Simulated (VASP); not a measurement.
# MoS2 in VASP: further runs

MoS2 is run at these levels: r2SCAN; tasks: single point.

Everything below comes from runs of VASP 6.6.1. Logs are shortened: lines on timing, memory, paths and dates and some standing lists are left out, and cuts for length are marked.

## Step 1: The cell of the first run

The cell holds a slab with vacuum, 9 atoms: a = 3.184 Å, b = 3.184 Å, c = 28.419 Å, α = 90.00°, β = 90.00°, γ = 120.00°.

## Step 2: Single point, r2SCAN (atom 2 (Mo) moved +0.300 Å along Cartesian [0 0 1])

The input, POSCAR:

```
MoS2
1.0
    3.1842713585      0.0000000000      0.0000000000
   -1.5921356792      2.7576598890      0.0000000000
    0.0000000000      0.0000000000     28.4188140530
Mo S
3 6
Direct
    0.6666666667      0.3333333333      0.0000000000
    0.3333333333      0.6666666667      0.7819924321
    0.3333333333      0.6666666667      0.2285639549
    0.3333333333      0.6666666667      0.0546374042
    0.6666666667      0.3333333333      0.8260779181
    0.6666666667      0.3333333333      0.2831796040
    0.3333333333      0.6666666667      0.9453625958
    0.6666666667      0.3333333333      0.7168203960
    0.6666666667      0.3333333333      0.1739220819
```

The input, INCAR.step1:

```
SYSTEM = MoS2
PREC = Accurate ; ENCUT = 520
ISMEAR = 0 ; SIGMA = 0.05
LREAL = .False. ; LASPH = .True.
NELM = 100 ; NBANDS = 49
GGA = PE ; ALGO = Normal
EDIFF = 1E-4 ; LWAVE = .True.
LCHARG = .False.
```

The input, INCAR.step2:

```
SYSTEM = MoS2
PREC = Accurate ; ENCUT = 520
EDIFF = 1E-6 ; ISMEAR = 0
SIGMA = 0.05 ; LREAL = .False.
LASPH = .True. ; NELM = 100
ALGO = Normal ; ISIF = 2
LWAVE = .False. ; LCHARG = .True.
METAGGA = R2SCAN ; LMIXTAU = .True.
LELF = .True. ; LVHAR = .True.
NBANDS = 49 ; ISTART = 1
```

The input, KPOINTS:

```
Automatic mesh
0
Gamma
  12 12 1
  0 0 0
```

Potentials or basis: VASP PAW PBE potentials, release 64 (Mo_sv, S).

Run with:

```
cat potpaw_PBE.64/Mo_sv/POTCAR potpaw_PBE.64/S/POTCAR > POTCAR
cp INCAR.step1 INCAR
mpirun -np 1 vasp_std > vasp.out
cp INCAR.step2 INCAR
mpirun -np 1 vasp_std > vasp.out
```

OUTCAR:

```text
SYSTEM = MoS2
   PREC = Accurate
   ENCUT = 520
   EDIFF = 1E-6
   ISMEAR = 0
   LREAL = .False.
   LASPH = .True.
   NELM = 100
   ISIF = 2
   METAGGA = R2SCAN
   ISTART = 1

 ion  position               nearest neighbor table
   1  0.667  0.333  0.000-   4 2.41   7 2.41   4 2.41   7 2.41   4 2.41   7 2.41
   2  0.333  0.667  0.782-   5 2.22   5 2.22   5 2.22   8 2.61   8 2.61   8 2.61
   3  0.333  0.667  0.229-   6 2.41   6 2.41   6 2.41   9 2.41   9 2.41   9 2.41
   4  0.333  0.667  0.055-   1 2.41   1 2.41   1 2.41
   5  0.667  0.333  0.826-   2 2.22   2 2.22   2 2.22
   6  0.667  0.333  0.283-   3 2.41   3 2.41   3 2.41
   7  0.333  0.667  0.945-   1 2.41   1 2.41   1 2.41
   8  0.667  0.333  0.717-   2 2.61   2 2.61   2 2.61
   9  0.667  0.333  0.174-   3 2.41   3 2.41   3 2.41

  LATTYP: Found a hexagonal cell.
 ALAT       =     3.1842713585
 C/A-ratio  =     8.9247463088

  Lattice vectors:

 A1 = (   3.1842713585,   0.0000000000,   0.0000000000)
 A2 = (  -1.5921356792,   2.7576598890,   0.0000000000)
 A3 = (   0.0000000000,   0.0000000000,  28.4188140530)

Analysis of symmetry for initial positions (statically):
=====================================================================
 Subroutine PRICEL returns:
 Original cell was already a primitive cell.

 Routine SETGRP: Setting up the symmetry group for a
 hexagonal supercell.

 Subroutine GETGRP returns: Found  6 space group operations
 (whereof  6 operations were pure point group operations)
 out of a pool of 24 trial point group operations.

The static configuration has the point symmetry C_3v.

Analysis of symmetry for dynamics (positions and initial velocities):
=====================================================================
 Subroutine PRICEL returns:
 Original cell was already a primitive cell.

 Routine SETGRP: Setting up the symmetry group for a
 hexagonal supercell.

 Subroutine GETGRP returns: Found  6 space group operations
 (whereof  6 operations were pure point group operations)
 out of a pool of 24 trial point group operations.

The dynamic configuration has the point symmetry C_3v.

 Subroutine INISYM returns: Found  6 space group operations
 (whereof  6 operations are pure point group operations),
 and found     1 'primitive' translations

----------------------------------------------------------------------------------------

                                     Primitive cell

[... 104 lines left out ...]
   ISIF   =      2    stress and relaxation
   ISYM   =      2    0-nonsym 1-usesym 2-fastsym
   POTIM  = 0.5000    time-step for ionic-motion
   TEBEG  =    0.0;   TEEND  =   0.0 temperature during run
   PSTRESS=    0.0 pullay stress
   NELECT =      78.0000    total number of electrons
   NUPDOWN=      -1.0000    fix difference up-down
   EMIN   =  10.00;   EMAX   =-10.00  energy-range for DOS
   EFERMI =   0.00;   METHOD = LEGACY
   ISMEAR =     0;   SIGMA  =   0.05  broadening in eV -4-tet -1-fermi 0-gaus
   EFERMI_NEDOS =   21; number of points for ismear=-14 and -15
   IALGO  =     38    algorithm
   IMIX   =      4    mixing-type and parameters
     AMIX     =   0.40;   BMIX     =  1.00
     AMIX_MAG =   1.60;   BMIX_MAG =  1.00
  volume/ion in A,a.u.               =      27.73       187.12
  Fermi-wavevector in a.u.,A,eV,Ry     =   1.111017  2.099518 16.794477  1.234359
  Thomas-Fermi vector in A             =   2.247576
   LORBIT       =      0    0 simple, 1 ext, 2 COOP (PROOUT), +10 PAW based schemes
   METAGGA = R2SCAN    functional components
   LHFCALC =     F    Hartree Fock is set to
   AEXX    =    0.0000 exact exchange contribution
   IVDW    =     0    specifies the selected vdW correction
   LEPSILON=     F    determine dielectric tensor
   LRPA    =     F    only Hartree local field effects (RPA)
 non-spin polarized calculation
 Gauss-broadening in eV      SIGMA  =   0.05
  energy-cutoff  :      520.00
  volume of cell :      249.55
 maximum number of plane-waves:      6761
 NGX is ok and might be reduce to    24
   NGX = 11   NGY = 11   NGZ =105

 number of electron      77.9999998 magnetization

 Free energy of the ion-electron system (eV)
  ---------------------------------------------------
  ext. energy  EPLUGINS =         0.00000000
  ---------------------------------------------------
  free energy    TOTEN  =      -133.74795000 eV

  energy without entropy =     -133.74752040  energy(sigma->0) =     -133.74773520

 E-fermi :   3.4044     XC(G=0):  -7.7574

 val. band max:        3.4033352992   @ k =   0.3333   0.3333   0.0000
 cond. band min:       3.5134668464   @ k =   0.0000   0.0000   0.0000
 fundamental gap:      0.1101315472
 Fermi energy:         3.4044015422

 k-point     1 :       0.0000    0.0000    0.0000
  band No.  band energies     occupation
      1     -60.6977      2.00000
      2     -60.6941      2.00000
      3     -60.6708      2.00000
      4     -34.1202      2.00000
      5     -34.1103      2.00000
      6     -34.1061      2.00000
[... 977 lines left out ...]
     48       5.8773      0.00000
     49       7.2737      0.00000

------------------------ aborting loop because EDIFF is reached ----------------------------------------

  FORCE on cell =-STRESS in cart. coord.  units (eV):
  Direction    XX          YY          ZZ          XY          YZ          ZX
  --------------------------------------------------------------------------------------
  -------------------------------------------------------------------------------------
  Total        3.2894374      3.2894374      1.3246249      0.0000000      0.0000000     -0.0000000
  in kB       21.1191037     21.1191037      8.5044608      0.0000000      0.0000000     -0.0000000
  external PRESSURE =      16.9142227 kB  Pullay stress =       0.0000000 kB

 VOLUME and BASIS-vectors are now :
 -----------------------------------------------------------------------------
  energy-cutoff  :      520.00
  volume of cell :      249.55
      direct lattice vectors                 reciprocal lattice vectors
     3.184271359  0.000000000  0.000000000     0.314043587  0.181313150  0.000000000
    -1.592135679  2.757659889  0.000000000     0.000000000  0.362626299  0.000000000
     0.000000000  0.000000000 28.418814053     0.000000000  0.000000000  0.035187957

 POSITION                                       TOTAL-FORCE (eV/Angst)
 -----------------------------------------------------------------------------------
      1.59214      0.91922      0.00000        -0.000000      0.000000     -0.000224
     -0.00000      1.83844     22.22330         0.000000      0.000000     -8.244651
     -0.00000      1.83844      6.49552        -0.000000      0.000000      0.000359
     -0.00000      1.83844      1.55273         0.000000     -0.000000      0.003206
      1.59214      0.91922     23.47615         0.000000      0.000000      5.363010
      1.59214      0.91922      8.04763        -0.000000     -0.000000      0.003185
     -0.00000      1.83844     26.86608        -0.000000      0.000000     -0.007127
      1.59214      0.91922     20.37119         0.000000      0.000000      2.885173
      1.59214      0.91922      4.94266         0.000000     -0.000000     -0.002930
 -----------------------------------------------------------------------------------
    total drift:                                0.000001     -0.000000      0.000536

  FREE ENERGIE OF THE ION-ELECTRON SYSTEM (eV)
  ---------------------------------------------------
  free  energy   TOTEN  =      -133.7479500038 eV

  energy  without entropy=     -133.7475203985  energy(sigma->0) =     -133.74773520
```

Run time: 47 min. Hardware: 1 thread of Oxide Virtual Turin-like, shared host; peak memory 0.44 GiB.

Results:

- Free energy: -133.7480 eV
- Largest force: 8.245 eV/Å
- Band gap on the k mesh: zero (bands 39 and 40 overlap by 0.11 eV)

Forces in eV/Å, atoms in the order of the input:
```
Mo   0.000  0.000  0.000
Mo   0.000  0.000 -8.245
Mo   0.000  0.000  0.000
S    0.000  0.000  0.003
S    0.000  0.000  5.363
S    0.000  0.000  0.003
S    0.000  0.000 -0.007
S    0.000  0.000  2.885
S    0.000  0.000 -0.003
```

Caveat: the cell differs from its parent crystal (atom 2 (Mo) moved +0.300 Å along Cartesian [0 0 1]); there is no dipole correction, which matters where the two faces differ; the PAW data sets were made with another functional, which shifts forces and pressure a little.

## Step 3: Single point, r2SCAN (atom 2 (Mo) moved -0.300 Å along Cartesian [0 0 1])

Changes to POSCAR since step 2:

```diff
@@ -9,3 +9,3 @@
     0.6666666667      0.3333333333      0.0000000000
-    0.3333333333      0.6666666667      0.7819924321
+    0.3333333333      0.6666666667      0.7608796581
     0.3333333333      0.6666666667      0.2285639549
```

The input, INCAR.step1:

```
SYSTEM = MoS2
  PREC = Accurate
  ENCUT = 520
  ISMEAR = 0
  SIGMA = 0.05
  LREAL = .False.
  LASPH = .True.
  NELM = 80
  NBANDS = 49
  GGA = PE
  ALGO = Normal
  EDIFF = 1E-4
  LWAVE = .True.
  LCHARG = .False.
```

The input, INCAR.step2:

```
SYSTEM = MoS2
  PREC = Accurate
  ENCUT = 520
  EDIFF = 1E-7
  ISMEAR = 0
  SIGMA = 0.05
  LREAL = .False.
  LASPH = .True.
  NELM = 80
  ALGO = Normal
  ISIF = 2
  LWAVE = .False.
  LCHARG = .False.
  METAGGA = R2SCAN
  LMIXTAU = .True.
  NBANDS = 49
  ISTART = 1
```

The input, KPOINTS:

```
regular mesh
0
Gamma
  12 12 1
  0 0 0
```

Potentials or basis: VASP PAW PBE potentials, release 64 (Mo_sv, S).

Run with:

```
cat potpaw_PBE.64/Mo_sv/POTCAR potpaw_PBE.64/S/POTCAR > POTCAR
cp INCAR.step1 INCAR
mpirun -np 1 vasp_std > vasp.out
cp INCAR.step2 INCAR
mpirun -np 1 vasp_std > vasp.out
```

OUTCAR:

```text
SYSTEM = MoS2
   PREC = Accurate
   ENCUT = 520
   EDIFF = 1E-7
   ISMEAR = 0
   LREAL = .False.
   LASPH = .True.
   NELM = 80
   ISIF = 2
   METAGGA = R2SCAN
   ISTART = 1

 ion  position               nearest neighbor table
   1  0.667  0.333  0.000-   4 2.41   7 2.41   4 2.41   7 2.41   4 2.41   7 2.41
   2  0.333  0.667  0.761-   8 2.22   8 2.22   8 2.22   5 2.61   5 2.61   5 2.61
   3  0.333  0.667  0.229-   6 2.41   6 2.41   6 2.41   9 2.41   9 2.41   9 2.41
   4  0.333  0.667  0.055-   1 2.41   1 2.41   1 2.41
   5  0.667  0.333  0.826-   2 2.61   2 2.61   2 2.61
   6  0.667  0.333  0.283-   3 2.41   3 2.41   3 2.41
[... 1199 lines left out ...]
  in kB       20.6611541     20.6611541      9.7838287      0.0000000      0.0000000      0.0000000
  external PRESSURE =      17.0353790 kB  Pullay stress =       0.0000000 kB

 VOLUME and BASIS-vectors are now :
 -----------------------------------------------------------------------------
  energy-cutoff  :      520.00
  volume of cell :      249.55
      direct lattice vectors                 reciprocal lattice vectors
     3.184271359  0.000000000  0.000000000     0.314043587  0.181313150  0.000000000
    -1.592135679  2.757659889  0.000000000     0.000000000  0.362626299  0.000000000
     0.000000000  0.000000000 28.418814053     0.000000000  0.000000000  0.035187957

 POSITION                                       TOTAL-FORCE (eV/Angst)
 -----------------------------------------------------------------------------------
      1.59214      0.91922      0.00000        -0.000000     -0.000000     -0.005154
     -0.00000      1.83844     21.62330        -0.000000      0.000000      8.410086
     -0.00000      1.83844      6.49552        -0.000000     -0.000000      0.000173
     -0.00000      1.83844      1.55273         0.000000     -0.000000      0.004667
      1.59214      0.91922     23.47615        -0.000000      0.000000     -2.868817
      1.59214      0.91922      8.04763         0.000000      0.000000      0.003524
     -0.00000      1.83844     26.86608        -0.000000      0.000000     -0.009649
      1.59214      0.91922     20.37119        -0.000000      0.000000     -5.531863
      1.59214      0.91922      4.94266         0.000000     -0.000000     -0.002966
 -----------------------------------------------------------------------------------
    total drift:                                0.000000      0.000000      0.000560

  FREE ENERGIE OF THE ION-ELECTRON SYSTEM (eV)
  ---------------------------------------------------
  free  energy   TOTEN  =      -133.7414052617 eV

  energy  without entropy=     -133.7413416208  energy(sigma->0) =     -133.74137344
```

OUTCAR.step1:

```text
SYSTEM = MoS2
   PREC = Accurate
   ENCUT = 520
   ISMEAR = 0
   LREAL = .False.
   LASPH = .True.
   NELM = 80
[... 1229 lines left out ...]
     -0.00000      1.83844     26.86608         0.000000     -0.000000     -0.145670
      1.59214      0.91922     20.37119        -0.000000     -0.000000     -5.506851
      1.59214      0.91922      4.94266         0.000000     -0.000000     -0.139551
 -----------------------------------------------------------------------------------
    total drift:                                0.000000      0.000000      0.002540

  FREE ENERGIE OF THE ION-ELECTRON SYSTEM (eV)
  ---------------------------------------------------
  free  energy   TOTEN  =       -64.2341909986 eV

  energy  without entropy=      -64.2340987317  energy(sigma->0) =      -64.23414487
```

Wall time 62 min (1 thread of Oxide Virtual Turin-like, shared host); peak memory 0.44 GiB.

Results:

```
Free energy            : -133.7414 eV
Largest force          : 8.410 eV/Å
Band gap on the k mesh : 0.15 eV (least direct gap 0.98 eV)
```

Forces in eV/Å, atoms in the order of the input:
```
Mo   0.000  0.000 -0.005
Mo   0.000  0.000  8.410
Mo   0.000  0.000  0.000
S    0.000  0.000  0.005
S    0.000  0.000 -2.869
S    0.000  0.000  0.004
S    0.000  0.000 -0.010
S    0.000  0.000 -5.532
S    0.000  0.000 -0.003
```

Caveat: the cell differs from its parent crystal (atom 2 (Mo) moved -0.300 Å along Cartesian [0 0 1]); there is no dipole correction, which matters where the two faces differ; the PAW data sets were made with another functional, which shifts forces and pressure a little.

The gap in the log of VASP goes by the Fermi energy; the results here count the filled bands.